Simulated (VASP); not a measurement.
# Gd (P6_3/mmc) in VASP: relaxation of cell and atoms with PBE

Aim: the relaxation of cell and atoms of Gd with PBE.

Everything below comes from runs of VASP 6.6.1. Logs are shortened: lines on timing, memory, paths and dates and some standing lists are left out, and cuts for length are marked.

## 1. The cell of the first run

Symmetry: P6_3/mmc, No. 194, hexagonal system. Conventional cell: a = 3.603 Å, b = 3.603 Å, c = 11.710 Å, α = 90.00°, β = 90.00°, γ = 120.00°. Within 4.7 Å of Gd (site symmetry -3m) lie 12 Gd at 3.59 to 3.60 Å. Gd (site symmetry -6m2) has 12 Gd at 3.59 to 3.60 Å within 4.7 Å.

## 2. Relaxation of cell and atoms, PBE, collinear spin, ferromagnetic start

File INCAR:

```
SYSTEM = Gd
ALGO = Normal
EDIFF = 1E-7
EDIFFG = -0.005
ENCUT = 600
GGA = PE
GGA_COMPAT = .FALSE.
IBRION = 2
ISIF = 3
ISMEAR = -1
ISPIN = 2
KPAR = 4
LASPH = .TRUE.
LCHARG = .FALSE.
LMAXMIX = 6
LORBIT = 11
LREAL = .FALSE.
LWAVE = .FALSE.
MAGMOM = 7 7 7 7
NELM = 200
NELMIN = 4
NSW = 60
PREC = Accurate
SIGMA = 0.1
```

File KPOINTS:

```
k-points
0
G
  10 10 3
  0 0 0
```

File POSCAR:

```
Gd
1.0
    3.6031666636      0.0000000000      0.0000000000
   -1.8015833318      3.1204338647      0.0000000000
    0.0000000000      0.0000000000     11.7102916566
Gd
4
Direct
    0.0000000000      0.0000000000      0.0000000000
    0.0000000000      0.0000000000      0.5000000000
    0.3333333333      0.6666666667      0.2500000000
    0.6666666667      0.3333333333      0.7500000000
```

Potentials or basis: VASP PAW PBE potentials, release 64 (Gd).

Launch:

```console
$ cat potpaw_PBE.64/Gd/POTCAR > POTCAR
$ mpirun -np 4 vasp_std > vasp.out
```

OUTCAR:

```text
SYSTEM = Gd
   EDIFF = 1E-7
   EDIFFG = -0.005
   ENCUT = 600
   GGA = PE
   IBRION = 2
   ISIF = 3
   ISMEAR = -1
   ISPIN = 2
   LASPH = .TRUE.
   LORBIT = 11
   LREAL = .FALSE.
   NELM = 200
   NELMIN = 4
   NSW = 60
   PREC = Accurate

 ion  position               nearest neighbor table
   1  0.000  0.000  0.000-
   2  0.000  0.000  0.500-
   3  0.333  0.667  0.250-
   4  0.667  0.333  0.750-

  LATTYP: Found a hexagonal cell.
 ALAT       =     3.6031666636
 C/A-ratio  =     3.2500000000

  Lattice vectors:

 A1 = (   3.6031666636,   0.0000000000,   0.0000000000)
 A2 = (  -1.8015833318,   3.1204338647,   0.0000000000)
 A3 = (   0.0000000000,   0.0000000000,  11.7102916566)

Analysis of symmetry for initial positions (statically):
=====================================================================
 Subroutine PRICEL returns:
 Original cell was already a primitive cell.

 Routine SETGRP: Setting up the symmetry group for a
 hexagonal supercell.

 Subroutine GETGRP returns: Found 24 space group operations
 (whereof 12 operations were pure point group operations)
 out of a pool of 24 trial point group operations.

The static configuration has the point symmetry D_3d.
 The point group associated with its full space group is D_6h.

Analysis of symmetry for dynamics (positions and initial velocities):
=====================================================================
 Subroutine PRICEL returns:
 Original cell was already a primitive cell.

 Routine SETGRP: Setting up the symmetry group for a
 hexagonal supercell.

 Subroutine GETGRP returns: Found 24 space group operations
 (whereof 12 operations were pure point group operations)
 out of a pool of 24 trial point group operations.

The dynamic configuration has the point symmetry D_3d.
 The point group associated with its full space group is D_6h.

Analysis of structural, dynamic, and magnetic symmetry:
=====================================================================
 Subroutine PRICEL returns:
 Original cell was already a primitive cell.

 Routine SETGRP: Setting up the symmetry group for a
 hexagonal supercell.

 Subroutine GETGRP returns: Found 24 space group operations
 (whereof 12 operations were pure point group operations)
 out of a pool of 24 trial point group operations.

The overall configuration has the point symmetry D_3d.
 The point group associated with its full space group is D_6h.

 Subroutine INISYM returns: Found 24 space group operations
 (whereof 12 operations are pure point group operations),
 and found     1 'primitive' translations

----------------------------------------------------------------------------------------

                                     Primitive cell

  volume of cell :     131.6640

  direct lattice vectors                    reciprocal lattice vectors
     3.603166664  0.000000000  0.000000000     0.277533651  0.160234128  0.000000000
    -1.801583332  3.120433865  0.000000000     0.000000000  0.320468256  0.000000000
     0.000000000  0.000000000 11.710291657     0.000000000  0.000000000  0.085394970

  length of vectors
     3.603166664  3.603166664 11.710291657     0.320468256  0.320468256  0.085394970

  position of ions in fractional coordinates (direct lattice)
     0.000000000  0.000000000  0.000000000
     0.000000000  0.000000000  0.500000000
     0.333333333  0.666666667  0.250000000
     0.666666667  0.333333333  0.750000000

  ion indices of the primitive-cell ions
   primitive index   ion index
                 1           1
                 2           2
                 3           3
                 4           4

----------------------------------------------------------------------------------------
[... 65 lines left out ...]
   LNONCOLLINEAR =      F non collinear calculations
   LSORBIT =      F    spin-orbit coupling
   LASPH  =      T    aspherical Exc in radial PAW
   ENCUT  =  600.0 eV  44.10 Ry    6.64 a.u.   7.20  7.20 23.39*2*pi/ulx,y,z
   NELM   =    200;   NELMIN=  4; NELMDL= -5     # of ELM steps
   EDIFF  = 0.1E-06   stopping-criterion for ELM
   LREAL  =      F    real-space projection
   EDIFFG = -.5E-02   stopping-criterion for IOM
   NSW    =     60    number of steps for IOM
   IBRION =      2    ionic relax: 0-MD 1-quasi-New 2-CG
   NFREE  =      1    steps in history (QN), initial steepest desc. (CG)
   ISIF   =      3    stress and relaxation
   ISYM   =      2    0-nonsym 1-usesym 2-fastsym
   POTIM  = 0.5000    time-step for ionic-motion
   TEBEG  =    0.0;   TEEND  =   0.0 temperature during run
   PSTRESS=    0.0 pullay stress
   NELECT =      72.0000    total number of electrons
   NUPDOWN=      -1.0000    fix difference up-down
   EMIN   =  10.00;   EMAX   =-10.00  energy-range for DOS
   EFERMI =   0.00;   METHOD = LEGACY
   ISMEAR =    -1;   SIGMA  =   0.10  broadening in eV -4-tet -1-fermi 0-gaus
   EFERMI_NEDOS =   21; number of points for ismear=-14 and -15
   IALGO  =     38    algorithm
   IMIX   =      4    mixing-type and parameters
     AMIX     =   0.40;   BMIX     =  1.00
     AMIX_MAG =   1.60;   BMIX_MAG =  1.00
  volume/ion in A,a.u.               =      32.92       222.13
  Fermi-wavevector in a.u.,A,eV,Ry     =   1.338741  2.529854 24.384744  1.792228
  Thomas-Fermi vector in A             =   2.467188
   LORBIT       =     11    0 simple, 1 ext, 2 COOP (PROOUT), +10 PAW based schemes
   GGA     = PE    functional components
   LHFCALC =     F    Hartree Fock is set to
   AEXX    =    0.0000 exact exchange contribution
   IVDW    =     0    specifies the selected vdW correction
   LEPSILON=     F    determine dielectric tensor
   LRPA    =     F    only Hartree local field effects (RPA)
 conjugate gradient relaxation of ions
 spin polarized calculation
  energy-cutoff  :      600.00
  volume of cell :      131.66
 maximum number of plane-waves:      4415
 NGX is ok and might be reduce to    30
   NGX = 15   NGY = 15   NGZ = 47

--------------------------------------- Ionic step        1  -------------------------------------------

 number of electron      72.0000007 magnetization      29.6980329

 Free energy of the ion-electron system (eV)
  ---------------------------------------------------
  ext. energy  EPLUGINS =         0.00000000
  ---------------------------------------------------
  free energy    TOTEN  =       -46.84931470 eV

  energy without entropy =      -46.54916032  energy(sigma->0) =      -46.69923751

 E-fermi :   3.0222     XC(G=0): -10.0007

 val. band max:        3.0221779531   @ k =   0.4000   0.0000   0.0000
 cond. band min:       3.0269424214   @ k =   0.2000   0.1000   0.0000
 fundamental gap:      0.0047644683
 Fermi energy:         3.0221885706

 spin component 1

 k-point     1 :       0.0000    0.0000    0.0000
  band No.  band energies     occupation
      1     -42.1904      1.00000
      2     -42.1628      1.00000
      3     -42.1524      1.00000
      4     -42.1245      1.00000
      5     -19.9339      1.00000
      6     -19.5917      1.00000
[... 2441 lines left out ...]
     47       3.8090      0.00038
     48       3.8124      0.00037

 [... further k-points ...]

 [bands above 48 left out]

------------------------ aborting loop because EDIFF is reached ----------------------------------------

  FORCE on cell =-STRESS in cart. coord.  units (eV):
  Direction    XX          YY          ZZ          XY          YZ          ZX
  --------------------------------------------------------------------------------------
  -------------------------------------------------------------------------------------
  Total        0.5458755      0.5458755      0.1787875      0.0000000      0.0000000      0.0000000
  in kB        6.6425850      6.6425850      2.1756080      0.0000000      0.0000000      0.0000000
  external PRESSURE =       5.1535927 kB  Pullay stress =       0.0000000 kB
[... 95 lines left out ...]
  FREE ENERGIE OF THE ION-ELECTRON SYSTEM (eV)
  ---------------------------------------------------
  free  energy   TOTEN  =       -46.8540032784 eV

  energy  without entropy=      -46.5425748516  energy(sigma->0) =      -46.69828906

[... ionic steps 4 to 9 ...]

--------------------------------------- Ionic step       10  -------------------------------------------

 number of electron      71.9999989 magnetization      29.8109241

------------------------ aborting loop because EDIFF is reached ----------------------------------------
[... 71 lines left out ...]
--------------------------------------- Ionic step       12  -------------------------------------------

 number of electron      71.9999989 magnetization      29.8100275

 Free energy of the ion-electron system (eV)
  ---------------------------------------------------
  ext. energy  EPLUGINS =         0.00000000
  ---------------------------------------------------
  free energy    TOTEN  =       -46.85416695 eV

  energy without entropy =      -46.54443026  energy(sigma->0) =      -46.69929861

 E-fermi :   2.9416     XC(G=0):  -9.9239

 val. band max:        2.9364974650   @ k =   0.2000   0.1000   0.3333
 cond. band min:       2.9422308379   @ k =   0.4000   0.1000   0.0000
 fundamental gap:      0.0057333729
 Fermi energy:         2.9415594147

 spin component 1

 k-point     1 :       0.0000    0.0000    0.0000
  band No.  band energies     occupation
      1     -42.2986      1.00000
      2     -42.2714      1.00000
      3     -42.2629      1.00000
      4     -42.2355      1.00000
      5     -20.0299      1.00000
      6     -19.6985      1.00000
[... 2441 lines left out ...]
     47       3.7024      0.00050
     48       3.7067      0.00048

 [... further k-points ...]

 [bands above 48 left out]

------------------------ aborting loop because EDIFF is reached ----------------------------------------

  FORCE on cell =-STRESS in cart. coord.  units (eV):
  Direction    XX          YY          ZZ          XY          YZ          ZX
  --------------------------------------------------------------------------------------
  -------------------------------------------------------------------------------------
  Total        0.0006610      0.0006610     -0.0047349      0.0000000      0.0000000     -0.0000000
  in kB        0.0079076      0.0079076     -0.0566396      0.0000000      0.0000000     -0.0000000
  external PRESSURE =      -0.0136082 kB  Pullay stress =       0.0000000 kB
[... 19 lines left out ...]
  FREE ENERGIE OF THE ION-ELECTRON SYSTEM (eV)
  ---------------------------------------------------
  free  energy   TOTEN  =       -46.8541669505 eV

  energy  without entropy=      -46.5444302626  energy(sigma->0) =      -46.69929861

 reached required accuracy - stopping structural energy minimisation

 total charge

# of ion       s       p       d       f       tot
--------------------------------------------------
    1        2.073   5.563   0.561   7.006  15.203
    2        2.073   5.563   0.561   7.006  15.203
    3        2.073   5.564   0.561   7.003  15.202
    4        2.073   5.564   0.561   7.003  15.202
--------------------------------------------------
tot          8.292  22.254   2.245  28.019  60.809

 magnetization (x)

# of ion       s       p       d       f       tot
--------------------------------------------------
    1        0.003  -0.058   0.179   6.792   6.916
    2        0.003  -0.058   0.179   6.792   6.916
    3        0.002  -0.057   0.174   6.794   6.913
    4        0.002  -0.057   0.174   6.794   6.913
--------------------------------------------------
tot          0.010  -0.230   0.707  27.173  27.659
```

Run time: 85 min. Hardware: 4 MPI ranks of Intel Xeon Platinum 8259CL at 2.50GHz (Skylake/Cascade Lake), shared host; peak memory 0.63 GiB.

Results:

| Item | Value |
| --- | --- |
| Free energy | -46.8542 eV |
| Relaxed volume | 33.48 Å³/atom |
| Relaxed cell | a = 3.634 Å, b = 3.634 Å, c = 11.710 Å, α = 90.00°, β = 90.00°, γ = 120.00° |
| Space group after relaxing (to 0.1 Å) | P6_3/mmc (No. 194) |
| Energy gained by relaxing | 1.2 meV/atom |
| Ionic steps | 12 |
| Pressure after relaxing | 0.0 GPa |
| Net moment | 29.81 μB per cell |
| Site moments | Gd +6.92, +6.91 (each value once) μB |
| Valence electrons inside the program's atomic spheres | Gd 15.20 |

Step by step:
```csv
step,energy change (eV),largest force (eV/Å),pressure (GPa),volume (Å³)
1,0.0000,0.0000,0.52,131.66
2,-0.0045,0.0000,0.08,133.69
3,-0.0047,0.0000,-0.07,134.29
4,-0.0047,0.0000,-0.09,134.13
5,-0.0046,0.0000,0.16,133.91
6,-0.0047,0.0000,-0.02,134.08
7,-0.0048,0.0000,0.05,134.00
8,-0.0048,0.0000,0.02,133.97
9,-0.0048,0.0000,0.03,133.97
10,-0.0049,0.0000,0.04,133.95
11,-0.0048,0.0000,0.05,133.91
12,-0.0049,0.0000,0.00,133.94
```

Final structure:
```yaml
crystal:
  lattice:
    - [3.63423, 0.00000, 0.00000]
    - [-1.81712, 3.14734, 0.00000]
    - [0.00000, 0.00000, 11.70962]
  atoms:
    - { symbol: Gd, position: [0.00000, 0.00000, 0.00000] }
    - { symbol: Gd, position: [0.00000, 0.00000, 0.50000] }
    - { symbol: Gd, position: [0.33333, 0.66667, 0.25000] }
    - { symbol: Gd, position: [0.66667, 0.33333, 0.75000] }
```

Caveat: the bands computed are all filled at some k points, so no gap is given; spin-orbit coupling is left out, which moves the levels of the heavy elements; semilocal functionals describe open f shells poorly, which spoils levels, moments and volumes.
